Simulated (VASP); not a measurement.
AlRu (WC type): relaxation of cell and atoms with PBE

The system is AlRu (WC type).

```xyz
2
Lattice="3.0519 0.0000 0.0000 -1.5260 2.6430 0.0000 0.0000 0.0000 2.9909" Properties=species:S:1:pos:R:3 pbc="T T T"
Ru    0.0000    0.0000    0.0000
Al    0.0000    1.7620    1.4954
```

| Property | Result |
| --- | --- |
| Program | VASP 6.6.1 |
| Task | relaxation of cell and atoms |
| Functional | PBE |
| Potentials or basis | VASP PAW PBE potentials, release 64 (Ru_pv, Al) |
| Cutoff | 600 eV |
| k mesh | 14 × 14 × 13 |
| Occupations | fermi-dirac, width 0.05 eV |
| Spin | no spin polarisation |
| Target pressure | 60 GPa |
| Dipole correction | no |
| Further INCAR settings | ALGO = Normal; EDIFF = 1e-06; IBRION = 2; EDIFFG = -0.005; NSW = 60; ISIF = 3 |

```yaml
Relaxed_volume: 11.54 Å³/atom
Relaxed_cell: a = 2.686 Å, b = 2.686 Å, c = 3.694 Å, α = 90.00°, β = 90.00°, γ = 120.00°
Space_group_after_relaxing_to_0.05_Å: P-6m2 (No. 187)
Energy_change_on_relaxing_the_enthalpy_is_what_falls: -219.3 meV/atom
Ionic_steps: 13
Pressure_after_relaxing: 60.0 GPa
```

Step by step:
```csv
step,energy change (eV),largest force (eV/Å),pressure (GPa),volume (Å³)
1,0.0000,0.0000,57.18,24.13
2,-0.0713,0.0000,64.67,23.23
3,0.5716,0.0000,104.87,21.13
4,0.0059,0.0000,78.98,22.25
5,0.1646,0.0000,88.00,21.79
6,-0.3527,0.0000,62.79,22.92
7,-0.2693,0.0000,67.60,22.68
8,-0.3713,0.0000,63.21,22.91
9,-0.4305,0.0000,60.48,23.06
10,-0.4276,0.0000,60.61,23.05
11,-0.4370,0.0000,60.11,23.08
12,-0.4383,0.0000,60.07,23.08
13,-0.4385,0.0000,60.01,23.08
```

Final structure:
```
Ru Al
1.0
     2.68618    0.00000    0.00000
    -1.34309    2.32630    0.00000
     0.00000    0.00000    3.69398
Ru Al
1 1
Direct
  0.00000 0.00000 0.00000
  0.33333 0.66667 0.50000
```

Levels at points of the mesh, in eV from the Fermi level:
```tsv
k point	band 4	band 5	band 6	band 7	band 8	band 9	band 10	band 11	band 12
(0.00, 0.00, 0.00)	-11.08	-5.30	-2.20	-2.20	0.01	0.13	0.13	7.58	11.64
(0.50, 0.00, 0.00)	-6.57	-4.82	-4.75	-3.51	-0.92	2.12	4.66	6.39	7.76
```

Run time: 2.6 min on 1 thread of AMD EPYC 9R45 96-Core Processor (Zen 5) (shared host), peak memory 0.17 GiB.

Caveat: the cell is relaxed towards a set pressure, so the enthalpy falls and the energy may rise.
